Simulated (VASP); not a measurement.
Input of a VASP 6.6.1 run:

The input INCAR:

```
SYSTEM = BN
PREC = Accurate
ENCUT = 600
EDIFF = 1E-6
ISMEAR = -1
SIGMA = 0.01
LREAL = .FALSE.
LASPH = .TRUE.
NELM = 120
ALGO = Normal
ISIF = 2
LWAVE = .FALSE.
LCHARG = .FALSE.
GGA = PE
NBANDS = 11
ISYM = 0
GGA_COMPAT = .FALSE.
```

File KPOINTS:

```
Automatic mesh
0
Gamma
  4 4 4
  0.25 0.25 0.25
```

POSCAR

```
BN
1.0
    0.0000000000      1.8120551925      1.8120551925
    1.8120551925      0.0000000000      1.8120551925
    1.8120551925      1.8120551925      0.0000000000
B N
1 1
Direct
    0.0000000000      0.0000000000      0.0000000000
    0.2500000000      0.2500000000      0.2500000000
```

Potentials or basis: VASP PAW PBE potentials, release 64 (B, N).

Run with:

```console
$ cat potpaw_PBE.64/B/POTCAR potpaw_PBE.64/N/POTCAR > POTCAR
$ mpirun -np 1 vasp_std > vasp.out
```

**Question.** Predict the pressure.

**Answer.** 0.5 GPa.

**Question.** Predict the band gap on the k mesh.

**Answer.** 4.87 eV, indirect (least direct gap 9.00 eV).

Caveat: the k points lie up to 0.75 Å⁻¹ apart. A k mesh can miss the band edges.
